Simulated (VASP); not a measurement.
# YCo2B2 (I4/mmm) in VASP: a series of runs

The runs below take YCo2B2 through single point, with LDA.

Program: VASP 6.6.1. These are calculated values, not measurements. Logs are shortened: lines on timing, memory, paths and dates and some standing lists are left out, and cuts for length are marked.

## (1) The cell of the first run

It takes space group I4/mmm (No. 139, tetragonal). The conventional cell has a = 3.603 Å, b = 3.603 Å, c = 9.434 Å, α = 90.00°, β = 90.00°, γ = 90.00°. Within 3.0 Å of Co (site symmetry -4m2) lie 4 B at 2.17 Å and 4 Co at 2.55 Å and 4 Y at 2.97 Å. Within 2.9 Å of B (site symmetry 4mm) lie 4 Co at 2.17 Å and 1 B at 2.30 Å and 4 Y at 2.80 Å. Y (site symmetry 4/mmm) has 10 B at 2.80 to 3.57 Å and 8 Co at 2.97 Å and 4 Y at 3.60 Å within 3.7 Å.

## (2) Single point, LDA

File INCAR:

```
PREC     = Accurate       # precision mode
ENCUT    = 520            # plane-wave cutoff, eV
EDIFF    = 1E-6           # SCF threshold, eV
ISMEAR   = -1             # smearing method
SIGMA    = 0.1086         # smearing width, eV
LREAL    = F              # projectors in reciprocal space
LASPH    = T              # aspherical terms in the spheres
NELM     = 100            # most SCF steps
ALGO     = Normal         # electronic algorithm
ISIF     = 2              # what is computed and relaxed
LWAVE    = F              # write WAVECAR
LCHARG   = F              # write CHGCAR
GGA      = CA             # functional
NBANDS   = 26             # bands
```

File KPOINTS:

```
Automatic mesh
0
Gamma
  7 7 7
```

File POSCAR:

```
YCo2B2
1.0
   -1.8013437000      1.8013437000      4.7169623200
    1.8013437000     -1.8013437000      4.7169623200
    1.8013437000      1.8013437000     -4.7169623200
Co B Y
2 2 1
Direct
    0.7500000000      0.2500000000      0.5000000000
    0.2500000000      0.7500000000      0.5000000000
    0.3780000000      0.3780000000      0.0000000000
    0.6220000000      0.6220000000      0.0000000000
    0.0000000000      0.0000000000      0.0000000000
```

Potentials or basis: VASP PAW LDA potentials, release 64 (Co, B, Y_sv).

Run with:

```sh
> cat potpaw_LDA.64/Co/POTCAR potpaw_LDA.64/B/POTCAR potpaw_LDA.64/Y_sv/POTCAR > POTCAR
> mpirun -np 1 vasp_std > vasp.out
```

OUTCAR:

```text
PREC = Accurate
   ENCUT = 520
   EDIFF = 1E-6
   ISMEAR = -1
   LREAL = F
   LASPH = T
   NELM = 100
   ISIF = 2
   GGA = CA

 ion  position               nearest neighbor table
   1  0.750  0.250  0.500-   3 2.17   4 2.17   3 2.17   4 2.17   2 2.55   2 2.55   2 2.55   2 2.55
                             5 2.97   5 2.97   5 2.97   5 2.97
   2  0.250  0.750  0.500-   3 2.17   4 2.17   3 2.17   4 2.17   1 2.55   1 2.55   1 2.55   1 2.55
                             5 2.97   5 2.97   5 2.97   5 2.97
   3  0.378  0.378  0.000-   1 2.17   2 2.17   2 2.17   1 2.17   5 2.80   5 2.80   5 2.80   5 2.80

   4  0.622  0.622  0.000-   2 2.17   1 2.17   1 2.17   2 2.17   5 2.80   5 2.80   5 2.80   5 2.80

   5  0.000  0.000  0.000-   4 2.80   4 2.80   4 2.80   3 2.80   4 2.80   3 2.80   3 2.80   3 2.80
                             1 2.97   2 2.97   1 2.97   2 2.97   1 2.97   1 2.97   2 2.97   2 2.97

  LATTYP: Found a body centered tetragonal cell.
 ALAT       =     3.6026874000
 C/A-ratio  =     2.6185798524

  Lattice vectors:

 A1 = (  -1.8013437000,   1.8013437000,   4.7169623200)
 A2 = (   1.8013437000,  -1.8013437000,   4.7169623200)
 A3 = (   1.8013437000,   1.8013437000,  -4.7169623200)

Analysis of symmetry for initial positions (statically):
=====================================================================
 Subroutine PRICEL returns:
 Original cell was already a primitive cell.

 Routine SETGRP: Setting up the symmetry group for a
 body centered tetragonal supercell.

 Subroutine GETGRP returns: Found 16 space group operations
 (whereof 16 operations were pure point group operations)
 out of a pool of 16 trial point group operations.

The static configuration has the point symmetry D_4h.

Analysis of symmetry for dynamics (positions and initial velocities):
=====================================================================
 Subroutine PRICEL returns:
 Original cell was already a primitive cell.

 Routine SETGRP: Setting up the symmetry group for a
 body centered tetragonal supercell.

 Subroutine GETGRP returns: Found 16 space group operations
 (whereof 16 operations were pure point group operations)
 out of a pool of 16 trial point group operations.

The dynamic configuration has the point symmetry D_4h.

 Subroutine INISYM returns: Found 16 space group operations
 (whereof 16 operations are pure point group operations),
 and found     1 'primitive' translations

----------------------------------------------------------------------------------------

                                     Primitive cell

  volume of cell :      61.2231

  direct lattice vectors                    reciprocal lattice vectors
    -1.801343700  1.801343700  4.716962320     0.000000000  0.277570571  0.106000423
     1.801343700 -1.801343700  4.716962320     0.277570571  0.000000000  0.106000423
     1.801343700  1.801343700 -4.716962320     0.277570571  0.277570571  0.000000000

  length of vectors
     5.360915200  5.360915200  5.360915200     0.297122048  0.297122048  0.392544067

  position of ions in fractional coordinates (direct lattice)
     0.750000000  0.250000000  0.500000000
     0.250000000  0.750000000  0.500000000
     0.378000000  0.378000000  0.000000000
     0.622000000  0.622000000  0.000000000
     0.000000000  0.000000000  0.000000000

  ion indices of the primitive-cell ions
   primitive index   ion index
                 1           1
                 2           2
                 3           3
                 4           4
                 5           5

----------------------------------------------------------------------------------------

 KPOINTS: Automatic mesh

Automatic generation of k-mesh.
 Grid dimensions read from file:
 generate k-points for:    7    7    7

 Generating k-lattice:

  Cartesian coordinates                     Fractional coordinates (reciprocal lattice)
     0.000000000  0.039652939  0.015142918     0.142857143  0.000000000  0.000000000
     0.039652939  0.000000000  0.015142918     0.000000000  0.142857143  0.000000000
     0.039652939  0.039652939  0.000000000     0.000000000  0.000000000  0.142857143

  Length of vectors
     0.042446007  0.042446007  0.056077724

  Shift w.r.t. Gamma in fractional coordinates (k-lattice)
     0.000000000  0.000000000  0.000000000

 Subroutine IBZKPT returns following result:
 ===========================================

 Found     40 irreducible k-points:

 Following reciprocal coordinates:
            Coordinates               Weight
  0.000000  0.000000  0.000000      1.000000
  0.142857 -0.000000  0.000000      8.000000
  0.285714  0.000000  0.000000      8.000000
  0.428571 -0.000000  0.000000      8.000000
  0.142857  0.142857  0.000000      8.000000
  0.285714  0.142857  0.000000     16.000000
[... 16 lines left out ...]
 -0.142857  0.285714  0.142857      8.000000
 -0.428571  0.428571  0.142857      8.000000
 [... further k-points ...]
   k-points           NKPTS =     40   k-points in BZ     NKDIM =     40   number of bands    NBANDS=     26
   number of dos      NEDOS =    301   number of ions     NIONS =      5
   total plane-waves  NPLWV =  64000
   dimension x,y,z NGX =    40 NGY =   40 NGZ =   40
   dimension x,y,z NGXF=    80 NGYF=   80 NGZF=   80
   ions per type =               2   2   1
   NGX,Y,Z   is equivalent  to a cutoff of  12.40, 12.40, 12.40 a.u.
   NGXF,Y,Z  is equivalent  to a cutoff of  24.81, 24.81, 24.81 a.u.
 SYSTEM =  unknown system
   PREC   = accura    normal or accurate (medium, high low for compatibility)
   ISTART =      0    job   : 0-new  1-cont  2-samecut
   ICHARG =      2    charge: 1-file 2-atom 10-const
   ISPIN  =      1    spin polarized calculation?
   LNONCOLLINEAR =      F non collinear calculations
   LSORBIT =      F    spin-orbit coupling
   LASPH  =      T    aspherical Exc in radial PAW
   ENCUT  =  520.0 eV  38.22 Ry    6.18 a.u.   9.97  9.97  9.97*2*pi/ulx,y,z
   NELM   =    100;   NELMIN=  2; NELMDL= -5     # of ELM steps
   EDIFF  = 0.1E-05   stopping-criterion for ELM
   LREAL  =      F    real-space projection
   EDIFFG = 0.1E-04   stopping-criterion for IOM
   NSW    =      0    number of steps for IOM
   IBRION =     -1    ionic relax: 0-MD 1-quasi-New 2-CG
   NFREE  =      0    steps in history (QN), initial steepest desc. (CG)
   ISIF   =      2    stress and relaxation
   ISYM   =      2    0-nonsym 1-usesym 2-fastsym
   POTIM  = 0.5000    time-step for ionic-motion
   TEBEG  =    0.0;   TEEND  =   0.0 temperature during run
   PSTRESS=    0.0 pullay stress
   NELECT =      35.0000    total number of electrons
   NUPDOWN=      -1.0000    fix difference up-down
   EMIN   =  10.00;   EMAX   =-10.00  energy-range for DOS
   EFERMI =   0.00;   METHOD = LEGACY
   ISMEAR =    -1;   SIGMA  =   0.11  broadening in eV -4-tet -1-fermi 0-gaus
   EFERMI_NEDOS =   21; number of points for ismear=-14 and -15
   IALGO  =     38    algorithm
   IMIX   =      4    mixing-type and parameters
     AMIX     =   0.40;   BMIX     =  1.00
     AMIX_MAG =   1.60;   BMIX_MAG =  1.00
  volume/ion in A,a.u.               =      12.24        82.63
  Fermi-wavevector in a.u.,A,eV,Ry     =   1.358707  2.567583 25.117489  1.846083
  Thomas-Fermi vector in A             =   2.485517
   LORBIT       =      0    0 simple, 1 ext, 2 COOP (PROOUT), +10 PAW based schemes
   GGA     = CA    functional components
   LHFCALC =     F    Hartree Fock is set to
   AEXX    =    0.0000 exact exchange contribution
   IVDW    =     0    specifies the selected vdW correction
   LEPSILON=     F    determine dielectric tensor
   LRPA    =     F    only Hartree local field effects (RPA)
 non-spin polarized calculation
  energy-cutoff  :      520.00
  volume of cell :       61.22
 maximum number of plane-waves:      1666
   NGX = 19   NGY = 19   NGZ = 19

 number of electron      34.9999994 magnetization

 Free energy of the ion-electron system (eV)
  ---------------------------------------------------
  ext. energy  EPLUGINS =         0.00000000
  ---------------------------------------------------
  free energy    TOTEN  =       -40.48758787 eV

  energy without entropy =      -40.36306106  energy(sigma->0) =      -40.42532447

 E-fermi :   6.4185     XC(G=0): -12.1750

 val. band max:        6.4113806581   @ k =   0.4286   0.2857   0.0000
 cond. band min:       6.4284097474   @ k =  -0.1429  -0.1429   0.1429
 fundamental gap:      0.0170290893
 Fermi energy:         6.4184828110

 k-point     1 :       0.0000    0.0000    0.0000
  band No.  band energies     occupation
      1     -35.0042      2.00000
      2     -15.1816      2.00000
      3     -15.0913      2.00000
      4     -15.0913      2.00000
      5      -3.2447      2.00000
      6       0.8405      2.00000
[... 18 lines left out ...]
     25      13.4499      0.00000
     26      13.7461      0.00000

 k-point     2 :       0.1429   -0.0000    0.0000
  band No.  band energies     occupation
      1     -34.9996      2.00000
      2     -15.1758      2.00000
      3     -15.1636      2.00000
      4     -15.0835      2.00000
      5      -2.9591      2.00000
      6       0.6509      2.00000
[... 18 lines left out ...]
     25      12.3705      0.00000
     26      13.2919      0.00000

 k-point     3 :       0.2857    0.0000    0.0000
  band No.  band energies     occupation
      1     -34.9893      2.00000
      2     -15.3220      2.00000
      3     -15.1617      2.00000
      4     -15.0660      2.00000
      5      -2.1838      2.00000
      6       0.3424      2.00000
[... 572 lines left out ...]
 k-point    23 :      -0.1429    0.2857    0.1429
  band No.  band energies     occupation
      1     -34.9810      2.00000
      2     -15.4444      2.00000
      3     -15.1479      2.00000
      4     -15.0520      2.00000
      5      -1.3342      2.00000
      6       0.0688      2.00000
[... 18 lines left out ...]
     25      11.7100      0.00000
     26      13.5111      0.00000

 k-point    24 :      -0.4286    0.4286    0.1429
  band No.  band energies     occupation
      1     -34.9666      2.00000
      2     -15.4016      2.00000
      3     -15.2642      2.00000
      4     -15.1248      2.00000
      5      -0.8044      2.00000
      6       0.0286      2.00000
[... 18 lines left out ...]
     25      12.9371      0.00000
     26      13.4955      0.00000

 [... further k-points ...]

------------------------ aborting loop because EDIFF is reached ----------------------------------------

  FORCE on cell =-STRESS in cart. coord.  units (eV):
  Direction    XX          YY          ZZ          XY          YZ          ZX
  --------------------------------------------------------------------------------------
  -------------------------------------------------------------------------------------
  Total       -8.5349384     -8.5349384    -10.1387346      0.0000000      0.0000000      0.0000000
  in kB     -223.3548587   -223.3548587   -265.3253647      0.0000000      0.0000000      0.0000000
  external PRESSURE =    -237.3450274 kB  Pullay stress =       0.0000000 kB

 VOLUME and BASIS-vectors are now :
 -----------------------------------------------------------------------------
  energy-cutoff  :      520.00
  volume of cell :       61.22
      direct lattice vectors                 reciprocal lattice vectors
    -1.801343700  1.801343700  4.716962320     0.000000000  0.277570571  0.106000423
     1.801343700 -1.801343700  4.716962320     0.277570571  0.000000000  0.106000423
     1.801343700  1.801343700 -4.716962320     0.277570571  0.277570571  0.000000000

 POSITION                                       TOTAL-FORCE (eV/Angst)
 -----------------------------------------------------------------------------------
      0.00000      1.80134      2.35848         0.000000      0.000000      0.000000
      1.80134      0.00000      2.35848         0.000000      0.000000      0.000000
      0.00000      0.00000      3.56602        -0.000000     -0.000000     -1.625926
      0.00000      0.00000      5.86790         0.000000      0.000000      1.625926
      0.00000      0.00000      0.00000         0.000000      0.000000      0.000000
 -----------------------------------------------------------------------------------
    total drift:                                0.000000     -0.000000     -0.000000

  FREE ENERGIE OF THE ION-ELECTRON SYSTEM (eV)
  ---------------------------------------------------
  free  energy   TOTEN  =       -40.4875878735 eV

  energy  without entropy=      -40.3630610572  energy(sigma->0) =      -40.42532447
```

Run time: 81 s. Hardware: 1 thread of Intel Xeon 6975P-C (Granite Rapids), shared host; peak memory 0.25 GiB.

Results:

* Free energy: -40.4876 eV
* Pressure: -23.7 GPa
* Largest force: 1.626 eV/Å
* Band gap on the k mesh: zero (an odd number of electrons rules out a gap without spin polarisation)

Forces on the atoms (eV/Å):
```
Co   0.000  0.000  0.000
Co   0.000  0.000  0.000
B    0.000  0.000 -1.626
B    0.000  0.000  1.626
Y    0.000  0.000  0.000
```

Caveat: the cell stands under tension; the run has no spin polarisation, though such a crystal can be magnetic; forces of over 1 eV/Å act on the atoms, so gaps and moduli don't describe the material at rest.

## (3) Single point, LDA

File INCAR:

```
PREC = Accurate ; ENCUT = 520
EDIFF = 1E-6 ; ISMEAR = -1
SIGMA = 0.001 ; LREAL = F
LASPH = T ; NELM = 100
ALGO = Normal ; ISIF = 2
LWAVE = F ; LCHARG = F
NBANDS = 26
```

KPOINTS is that of step 2.

POSCAR is that of step 2.

Potentials or basis: VASP PAW LDA potentials, release 64 (Co, B, Y_sv).

Run with:

```sh
> cat potpaw_LDA.64/Co/POTCAR potpaw_LDA.64/B/POTCAR potpaw_LDA.64/Y_sv/POTCAR > POTCAR
> mpirun -np 1 vasp_std > vasp.out
```

Wall time 79 s (1 thread of Intel Xeon 6975P-C (Granite Rapids), shared host); peak memory 0.25 GiB.

The run converged. Its results:

```
Free energy            : -40.4285 eV
Pressure               : -23.7 GPa
Largest force          : 1.668 eV/Å
Band gap on the k mesh : zero (an odd number of electrons rules out a gap without spin polarisation)
```

Forces in eV/Å, atoms in the order of the input:
```
Co   0.000  0.000  0.000
Co   0.000  0.000  0.000
B    0.000  0.000 -1.668
B    0.000  0.000  1.668
Y    0.000  0.000  0.000
```

Stress tensor (GPa, compression positive):
```
-22.12   0.00   0.00
  0.00 -22.12   0.00
  0.00   0.00 -26.79
```

Levels at points of the mesh, in eV from the Fermi level:
| k point | band 13 | band 14 | band 15 | band 16 | band 17 | band 18 | band 19 | band 20 | band 21 | band 22 |
| --- | --- | --- | --- | --- | --- | --- | --- | --- | --- | --- |
| (0.00, 0.00, 0.00) | -1.14 | -0.83 | -0.67 | -0.09 | -0.09 | 0.00 | 0.15 | 0.58 | 3.31 | 3.31 |

Caveat: the cell stands under tension; the run has no spin polarisation, though such a crystal can be magnetic; forces of over 1 eV/Å act on the atoms, so gaps and moduli don't describe the material at rest.

## (4) Single point, LDA, non-collinear spin, zero start, spin-orbit coupling

File INCAR:

```
SYSTEM = YCo2B2
PREC     = Accurate       ! precision mode
ENCUT    = 520            ! plane-wave cutoff, eV
EDIFF    = 1E-7           ! SCF threshold, eV
ISMEAR   = -1             ! smearing method
SIGMA    = 0.1086         ! smearing width, eV
LREAL    = .FALSE.        ! projectors in reciprocal space
LASPH    = .TRUE.         ! aspherical terms in the spheres
NELM     = 150            ! most SCF steps
ALGO     = Normal         ! electronic algorithm
ISIF     = 2              ! what is computed and relaxed
LWAVE    = .FALSE.        ! write WAVECAR
LCHARG   = .TRUE.         ! write CHGCAR
MAGMOM   = 0 0 0 0 0 0 0 0 0 0 0 0 0 0 0 ! initial moments
LORBIT   = 11             ! projections on sites
LSORBIT  = .TRUE.         ! spin-orbit coupling
GGA_COMPAT= .FALSE.      
LORBMOM  = .TRUE.       
LMAXMIX  = 4              ! l up to which the mixer works
GGA      = CA             ! functional
LVHAR    = .TRUE.       
NBANDS   = 50             ! bands
```

File KPOINTS:

```
Automatic mesh
0
G
  7 7 7
  0 0 0
```

POSCAR is that of step 3.

Run with:

```sh
> cat potpaw_LDA.64/Co/POTCAR potpaw_LDA.64/B/POTCAR potpaw_LDA.64/Y_sv/POTCAR > POTCAR
> mpirun -np 1 vasp_ncl > vasp.out
```

It took 7.9 min on 1 thread of Intel Xeon 6975P-C (Granite Rapids), shared host; peak memory 0.49 GiB.

It converged, with:

| Quantity | Value |
| --- | --- |
| Free energy | -40.5565 eV |
| Pressure | -23.6 GPa |
| Largest force | 1.620 eV/Å |
| Net moment | 0.00 μB per cell |
| Valence electrons inside the program's atomic spheres | Co 8.37; B 1.67; Y 9.81 |

Forces in eV/Å, atoms in the order of the input:
```
Co   0.000  0.000  0.000
Co   0.000  0.000  0.000
B    0.000  0.000 -1.620
B    0.000  0.000  1.620
Y    0.000  0.000  0.000
```

Stress tensor (GPa, compression positive):
```
-22.23   0.00   0.00
  0.00 -22.23   0.00
  0.00   0.00 -26.41
```

Moments on the atoms (μB; x, y, z):
```
Co  0.00 0.00 0.00
Co  0.00 0.00 0.00
B   0.00 0.00 0.00
B   0.00 0.00 0.00
Y   0.00 0.00 0.00
```

Caveat: the cell stands under tension; forces of over 1 eV/Å act on the atoms, so gaps and moduli don't describe the material at rest.

## (5) Overview

```csv
spin,smearing,gap on the mesh (eV),pressure (GPa),largest force (eV/Å)
off,fermi-dirac 0.1086 eV,none,-23.7,1.63
off,fermi-dirac 0.001 eV,none,-23.7,1.67
"non-collinear, zero start, SOC",fermi-dirac 0.1086 eV,-,-23.6,1.62
```

Alike in all rows: task single point; level LDA; potentials or basis VASP PAW LDA potentials, release 64 (Co, B, Y_sv); cell as given; k mesh 7 × 7 × 7; cutoff (eV) 520.

Caveats: the cell stands under tension; forces of over 1 eV/Å act on the atoms, so gaps and moduli don't describe the material at rest.

Absolute energies hang on the potentials; compare differences alone.
